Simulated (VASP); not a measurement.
Write the native input for VASP 6.6.1 that does the following.

```
Task                   : single point
Functional             : PBE
Potentials or basis    : VASP PAW PBE potentials, release 64 (Pm, C)
Cutoff                 : 520 eV
k mesh                 : 5 × 5 × 5
Occupations            : gaussian, width 0.05 eV
Spin                   : collinear spin, ferromagnetic start
Starting moments       : [4.0, 0.0] μB
Hubbard terms          : Pm f U = 6.0 eV
Dipole correction      : no
Further INCAR settings : ALGO = Normal; EDIFF = 1e-07; NBANDS = 20
```

The structure of PmC lies in POSCAR:

```
PmC
1.0
    0.0000000000      2.5700000000      2.5700000000
    2.5700000000      0.0000000000      2.5700000000
    2.5700000000      2.5700000000      0.0000000000
Pm C
1 1
Direct
    0.5000000000      0.5000000000      0.5000000000
    0.0000000000      0.0000000000      0.0000000000
```

The input as run:

INCAR

```
  PREC = Accurate
  ENCUT = 520
  EDIFF = 1E-7
  ISMEAR = 0
  SIGMA = 0.05
  LREAL = F
  LASPH = T
  NELM = 150
  ALGO = Normal
  ISIF = 2
  LWAVE = F
  LCHARG = T
  ISPIN = 2
  MAGMOM = 4 0
  LORBIT = 11
  LMAXMIX = 6
  LDAU = T
  LDAUTYPE = 2
  LDAUL = 3 -1
  LDAUU = 6 0
  LDAUJ = 0 0
  LDAUPRINT = 1
  GGA = PE
  LELF = T
  LVHAR = T
  NBANDS = 20
```

KPOINTS

```
regular mesh
0
Gamma
  5 5 5
```

Potentials or basis: VASP PAW PBE potentials, release 64 (Pm, C).

Launch:

```bash
$ cat potpaw_PBE.64/Pm/POTCAR potpaw_PBE.64/C/POTCAR > POTCAR
$ mpirun -np 1 vasp_std > vasp.out
```

Results of the run:

| Property | Result |
| --- | --- |
| Pressure | 3.7 GPa |
| Net moment | 3.80 μB per cell |
| Site moments | Pm +3.83; C -0.07 μB |
| Valence electrons inside the program's atomic spheres | Pm 12.26; C 2.27 |

Caveat: the k points lie up to 0.42 Å⁻¹ apart; the magnetic or orbital state may not be the lowest; the U is typed as a test and isn't derived for this compound.

Wall time 120 s on 1 thread of AMD EPYC 7R43 64-Core Processor (Zen 3), on a shared host, peak memory 0.16 GiB.
